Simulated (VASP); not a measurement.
Write the native input for VASP 6.6.1 that does the following.

* Task: single point
* Functional: PBEsol
* Potentials or basis: VASP PAW PBE potentials, release 64 (Ti_sv, C)
* Cutoff: 520 eV
* k mesh: 18 × 18 × 18
* Occupations: gaussian, width 0.1 eV
* Spin: no spin polarisation
* Dipole correction: no
* Further INCAR settings: ALGO = Normal; EDIFF = 1e-06; NBANDS = 21

The structure of Ti2C lies in POSCAR:

```
Ti2C
1.0
    1.5264039608      0.8812697376      4.7719792567
   -1.5264039608      0.8812697376      4.7719792567
    0.0000000000     -1.7625394753      4.7719792567
Ti C
2 1
Direct
    0.2458266655      0.2458266655      0.2458266655
    0.7541733345      0.7541733345      0.7541733345
    0.5000000000      0.5000000000      0.5000000000
```

One way to write it, as run:

INCAR

```
PREC = Accurate
ENCUT = 520
EDIFF = 1E-6
ISMEAR = 0
SIGMA = 0.1
LREAL = F
LASPH = T
NELM = 100
ALGO = Normal
ISIF = 2
LWAVE = F
LCHARG = T
GGA = PS
LELF = T
LVHAR = T
NBANDS = 21
```

KPOINTS

```
regular mesh
0
Gamma
  18 18 18
```

Potentials or basis: VASP PAW PBE potentials, release 64 (Ti_sv, C).

The run is started by

```console
$ cat potpaw_PBE.64/Ti_sv/POTCAR potpaw_PBE.64/C/POTCAR > POTCAR
$ mpirun -np 1 vasp_std > vasp.out
```

It gave:

The pressure is 0.1 GPa, the largest force is 0.025 eV/Å and the band gap on the k mesh is zero (band 14 reaches 9.20 eV, above the bottom of band 15 at 8.18 eV).

Caveat: the PAW data sets were made with another functional, which shifts forces and pressure a little.

It took 14 min on 1 thread of AMD EPYC 7R13 Processor (Zen 3), on a shared host, peak memory 0.53 GiB.
